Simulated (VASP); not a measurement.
Write the native input for VASP 6.6.1 that does the following.

| Quantity | Value |
| --- | --- |
| Task | relaxation of shape and atoms at fixed volume |
| Functional | PBEsol |
| Potentials or basis | VASP PAW PBE potentials, release 64 (Mg, O) |
| Cutoff | 600 eV |
| k mesh | 12 × 12 × 12 |
| Occupations | gaussian, width 0.02 eV |
| Spin | no spin polarisation |
| Dipole correction | no |
| Further INCAR settings | ALGO = Normal; EDIFF = 1e-06; IBRION = 2; EDIFFG = -0.01; NSW = 50; ISIF = 4 |

The structure of MgO2 lies in POSCAR:

```
MgO2
1.0
    1.6410679954      0.9474710489      3.5424115773
   -1.6410679954      0.9474710489      3.5424115773
    0.0000000000     -1.8949420978      3.5424115773
Mg O
1 2
Direct
    0.0000000000      0.0000000000      0.0000000000
    0.4292456653      0.4292456653      0.4292456653
    0.5707543347      0.5707543347      0.5707543347
```

The input as run:

INCAR

```
SYSTEM = MgO2
PREC = Accurate
ENCUT = 600
EDIFF = 1E-6
ISMEAR = 0
SIGMA = 0.02
LREAL = .FALSE.
LASPH = .TRUE.
NELM = 100
ALGO = Normal
ISIF = 4
LWAVE = .FALSE.
LCHARG = .FALSE.
GGA = PS
IBRION = 2
NSW = 50
EDIFFG = -0.01
```

KPOINTS

```
Automatic mesh
0
G
  12 12 12
  0 0 0
```

Potentials or basis: VASP PAW PBE potentials, release 64 (Mg, O).

Launch:

```sh
$ cat potpaw_PBE.64/Mg/POTCAR potpaw_PBE.64/O/POTCAR > POTCAR
$ mpirun -np 1 vasp_std > vasp.out
```

Results of the run:

```json
{"Energy gained by relaxing": "0.2 meV/atom", "Ionic steps": "5", "Pressure after relaxing": "-10.6 GPa", "Band gap on the k mesh": "2.10 eV"}
```

Caveat: the PAW data sets were made with another functional, which shifts forces and pressure a little.

It took 110 s on 1 thread of AMD EPYC 9R45 96-Core Processor (Zen 5), on a shared host, peak memory 0.22 GiB.
